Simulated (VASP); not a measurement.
# Si2Mo (Immm) in VASP: single point with PBE

Aim: the single point of Si2Mo with PBE.

Program: VASP 6.6.1. These are calculated values, not measurements. Logs are shortened: lines on timing, memory, paths and dates and some standing lists are left out, and cuts for length are marked.

### 1 The cell of the first run

Symmetry: Immm, No. 71, orthorhombic system. The conventional cell has a = 3.169 Å, b = 3.265 Å, c = 7.873 Å, α = 90.00°, β = 90.00°, γ = 90.00°. Si (site symmetry mm2) has 9 Si at 2.60 to 3.27 Å and 5 Mo at 2.62 to 2.64 Å within 3.4 Å. Mo (site symmetry mmm) has 10 Si at 2.62 to 2.64 Å and 4 Mo at 3.17 to 3.27 Å within 3.5 Å.

### 2 Single point, PBE (strain +0.0150 x Voigt [1, -1, 0, 0, 0, 0])

File INCAR:

```
SYSTEM = Si2Mo
ALGO = Fast
EDIFF = 1E-7
ENCUT = 520
GGA = PE
ISIF = 2
ISMEAR = 0
LASPH = .TRUE.
LCHARG = .FALSE.
LREAL = .FALSE.
LWAVE = .FALSE.
NBANDS = 18
NELM = 60
PREC = Accurate
SIGMA = 0.15
```

File KPOINTS:

```
k-points
0
G
  20 20 20
  0 0 0
```

File POSCAR:

```
Si2Mo
1.0
   -1.6325500367      1.5842973263      3.9365100056
    1.6325500367     -1.5842973263      3.9365100056
    1.6325500367      1.5842973263     -3.9365100056
Si Mo
2 1
Direct
    0.3350991396      0.3350991396      0.0000000000
    0.6649008604      0.6649008604      0.0000000000
    0.0000000000      0.0000000000      0.0000000000
```

Potentials or basis: VASP PAW PBE potentials, release 64 (Si, Mo_sv).

Launch:

```sh
$ cat potpaw_PBE.64/Si/POTCAR potpaw_PBE.64/Mo_sv/POTCAR > POTCAR
$ mpirun -np 1 vasp_std > vasp.out
```

OUTCAR:

```text
SYSTEM = Si2Mo
   EDIFF = 1E-7
   ENCUT = 520
   GGA = PE
   ISIF = 2
   ISMEAR = 0
   LASPH = .TRUE.
   LREAL = .FALSE.
   NELM = 60
   PREC = Accurate

 ion  position               nearest neighbor table
   1  0.335  0.335  0.000-   2 2.60   3 2.62   3 2.62   3 2.62   3 2.62   3 2.64   2 2.64   2 2.64
                             2 2.64   2 2.64
   2  0.665  0.665  0.000-   1 2.60   3 2.62   3 2.62   3 2.62   3 2.62   3 2.64   1 2.64   1 2.64
                             1 2.64   1 2.64
   3  0.000  0.000  0.000-   2 2.62   1 2.62   2 2.62   1 2.62   2 2.62   1 2.62   1 2.62   2 2.62
                             1 2.64   2 2.64

  LATTYP: Found a body centered orthorhombic cell.
 ALAT       =     3.1685946526
 B/A-ratio  =     1.0304568528
 C/A-ratio  =     2.4847040642

  Lattice vectors:

 A1 = (   1.6325500367,  -1.5842973263,  -3.9365100056)
 A2 = (  -1.6325500367,   1.5842973263,  -3.9365100056)
 A3 = (   1.6325500367,   1.5842973263,   3.9365100056)

Analysis of symmetry for initial positions (statically):
=====================================================================
 Subroutine PRICEL returns:
 Original cell was already a primitive cell.

 Routine SETGRP: Setting up the symmetry group for a
 body centered orthorhombic supercell.

 Subroutine GETGRP returns: Found  8 space group operations
 (whereof  8 operations were pure point group operations)
 out of a pool of  8 trial point group operations.

The static configuration has the point symmetry D_2h.

Analysis of symmetry for dynamics (positions and initial velocities):
=====================================================================
 Subroutine PRICEL returns:
 Original cell was already a primitive cell.

 Routine SETGRP: Setting up the symmetry group for a
 body centered orthorhombic supercell.

 Subroutine GETGRP returns: Found  8 space group operations
 (whereof  8 operations were pure point group operations)
 out of a pool of  8 trial point group operations.

The dynamic configuration has the point symmetry D_2h.

 Subroutine INISYM returns: Found  8 space group operations
 (whereof  8 operations are pure point group operations),
 and found     1 'primitive' translations

----------------------------------------------------------------------------------------
[... 87 lines left out ...]
   ISTART =      0    job   : 0-new  1-cont  2-samecut
   ICHARG =      2    charge: 1-file 2-atom 10-const
   ISPIN  =      1    spin polarized calculation?
   LNONCOLLINEAR =      F non collinear calculations
   LSORBIT =      F    spin-orbit coupling
   LASPH  =      T    aspherical Exc in radial PAW
   ENCUT  =  520.0 eV  38.22 Ry    6.18 a.u.   8.45  8.45  8.45*2*pi/ulx,y,z
   NELM   =     60;   NELMIN=  2; NELMDL= -5     # of ELM steps
   EDIFF  = 0.1E-06   stopping-criterion for ELM
   LREAL  =      F    real-space projection
   EDIFFG = 0.1E-05   stopping-criterion for IOM
   NSW    =      0    number of steps for IOM
   IBRION =     -1    ionic relax: 0-MD 1-quasi-New 2-CG
   NFREE  =      0    steps in history (QN), initial steepest desc. (CG)
   ISIF   =      2    stress and relaxation
   ISYM   =      2    0-nonsym 1-usesym 2-fastsym
   POTIM  = 0.5000    time-step for ionic-motion
   TEBEG  =    0.0;   TEEND  =   0.0 temperature during run
   PSTRESS=    0.0 pullay stress
   NELECT =      22.0000    total number of electrons
   NUPDOWN=      -1.0000    fix difference up-down
   EMIN   =  10.00;   EMAX   =-10.00  energy-range for DOS
   EFERMI =   0.00;   METHOD = LEGACY
   ISMEAR =     0;   SIGMA  =   0.15  broadening in eV -4-tet -1-fermi 0-gaus
   EFERMI_NEDOS =   21; number of points for ismear=-14 and -15
   IALGO  =     68    algorithm
   IMIX   =      4    mixing-type and parameters
     AMIX     =   0.40;   BMIX     =  1.00
     AMIX_MAG =   1.60;   BMIX_MAG =  1.00
  volume/ion in A,a.u.               =      13.58        91.61
  Fermi-wavevector in a.u.,A,eV,Ry     =   1.333289  2.519550 24.186517  1.777659
  Thomas-Fermi vector in A             =   2.462158
   LORBIT       =      0    0 simple, 1 ext, 2 COOP (PROOUT), +10 PAW based schemes
   GGA     = PE    functional components
   LHFCALC =     F    Hartree Fock is set to
   AEXX    =    0.0000 exact exchange contribution
   IVDW    =     0    specifies the selected vdW correction
   LEPSILON=     F    determine dielectric tensor
   LRPA    =     F    only Hartree local field effects (RPA)
 non-spin polarized calculation
 RMM-DIIS sequential band-by-band and
 Gauss-broadening in eV      SIGMA  =   0.15
  energy-cutoff  :      520.00
  volume of cell :       40.73
 maximum number of plane-waves:      1124
 NGX is ok and might be reduce to    36
   NGX = 17   NGY = 17   NGZ = 17

 number of electron      21.9999999 magnetization

 Free energy of the ion-electron system (eV)
  ---------------------------------------------------
  ext. energy  EPLUGINS =         0.00000000
  ---------------------------------------------------
  free energy    TOTEN  =       -23.24681452 eV

  energy without entropy =      -23.24396970  energy(sigma->0) =      -23.24539211

 E-fermi :  12.0772     XC(G=0): -12.3703

 val. band max:       12.0710929233   @ k =  -0.4000  -0.3500   0.3500
 cond. band min:      12.0796529760   @ k =  -0.3500  -0.3500   0.3000
 fundamental gap:      0.0085600526
 Fermi energy:        12.0772305819

 k-point     1 :       0.0000    0.0000    0.0000
  band No.  band energies     occupation
      1     -48.6562      2.00000
      2     -22.7975      2.00000
      3     -22.7738      2.00000
      4     -22.6860      2.00000
      5      -1.2488      2.00000
      6       5.7662      2.00000
[... 481 lines left out ...]
      5       1.3910      2.00000
      6       4.0929      2.00000
[... 10 lines left out ...]
     17      18.8426      0.00000
     18      20.4563      0.00000

 [... further k-points ...]
[... 5 lines left out ...]
  --------------------------------------------------------------------------------------
  -------------------------------------------------------------------------------------
  Total       -1.0047988      1.1441019      0.0497383     -0.0000000      0.0000000      0.0000000
  in kB      -39.5289374     45.0091436      1.9567133     -0.0000000      0.0000000      0.0000000
  external PRESSURE =       2.4789732 kB  Pullay stress =       0.0000000 kB

 VOLUME and BASIS-vectors are now :
 -----------------------------------------------------------------------------
  energy-cutoff  :      520.00
  volume of cell :       40.73
      direct lattice vectors                 reciprocal lattice vectors
    -1.632550037  1.584297326  3.936510006     0.000000000  0.315597326  0.127016062
     1.632550037 -1.584297326  3.936510006     0.306269326  0.000000000  0.127016062
     1.632550037  1.584297326 -3.936510006     0.306269326  0.315597326  0.000000000

 POSITION                                       TOTAL-FORCE (eV/Angst)
 -----------------------------------------------------------------------------------
      0.00000      0.00000      2.63824        -0.000000      0.000000     -0.001795
      0.00000      0.00000      5.23478         0.000000     -0.000000      0.001795
      0.00000      0.00000      0.00000        -0.000000      0.000000      0.000000
 -----------------------------------------------------------------------------------
    total drift:                               -0.000000     -0.000000      0.000000

  FREE ENERGIE OF THE ION-ELECTRON SYSTEM (eV)
  ---------------------------------------------------
  free  energy   TOTEN  =       -23.2468145207 eV

  energy  without entropy=      -23.2439696977  energy(sigma->0) =      -23.24539211
```

OSZICAR:

```text
N       E                     dE             d eps       ncg     rms          rms(c)
DAV:   1     0.120393673355E+03    0.12039E+03   -0.11269E+04 42048   0.116E+03
DAV:   2    -0.210397356189E+02   -0.14143E+03   -0.13855E+03 50122   0.298E+02
DAV:   3    -0.241432078467E+02   -0.31035E+01   -0.30702E+01 52128   0.391E+01
DAV:   4    -0.241612084938E+02   -0.18001E-01   -0.17984E-01 49828   0.324E+00
DAV:   5    -0.241613282482E+02   -0.11975E-03   -0.11975E-03 49196   0.280E-01    0.209E+01
RMM:   6    -0.233977029799E+02    0.76363E+00   -0.31481E+00 42830   0.112E+01    0.494E+00
RMM:   7    -0.232690689035E+02    0.12863E+00   -0.23372E-01 43820   0.334E+00    0.378E+00
RMM:   8    -0.232471229234E+02    0.21946E-01   -0.59579E-02 49340   0.163E+00    0.389E-01
RMM:   9    -0.232470221359E+02    0.10079E-03   -0.98054E-03 50926   0.588E-01    0.283E-01
RMM:  10    -0.232468725364E+02    0.14960E-03   -0.18604E-03 48079   0.328E-01    0.125E-01
RMM:  11    -0.232468261811E+02    0.46355E-04   -0.44966E-04 50833   0.150E-01    0.260E-02
RMM:  12    -0.232468139133E+02    0.12268E-04   -0.71264E-05 50765   0.678E-02    0.160E-02
RMM:  13    -0.232468157803E+02   -0.18671E-05   -0.17946E-05 52048   0.328E-02    0.171E-02
RMM:  14    -0.232468144303E+02    0.13500E-05   -0.55842E-06 48298   0.190E-02    0.566E-03
RMM:  15    -0.232468145207E+02   -0.90363E-07   -0.88087E-07 51597   0.821E-03
   1 F= -.23246815E+02 E0= -.23245392E+02  d E =-.284482E-02
```

stdout:

```text
POSCAR found type information on POSCAR SiMo
 POSCAR found :  2 types and       3 ions
 scaLAPACK will be used
 LDA part: xc-table for (Slater+PW92), standard interpolation
 POSCAR, INCAR and KPOINTS ok, starting setup
 FFT: planning ... GRIDC
 FFT: planning ... GRID_SOFT
 FFT: planning ... GRID
 WAVECAR not read
 entering main loop
```

It took 38 min on 1 thread of Oxide Virtual Turin-like, shared host; peak memory 0.83 GiB.

Results:

```
Free energy            : -23.2468 eV
Pressure               : 0.2 GPa
Band gap on the k mesh : zero (bands 11 and 12 overlap by 0.82 eV)
```

Caveat: the cell differs from its parent crystal (strain +0.0150 x Voigt [1, -1, 0, 0, 0, 0]); the stress differs along the axes, from -4 to 5 GPa.
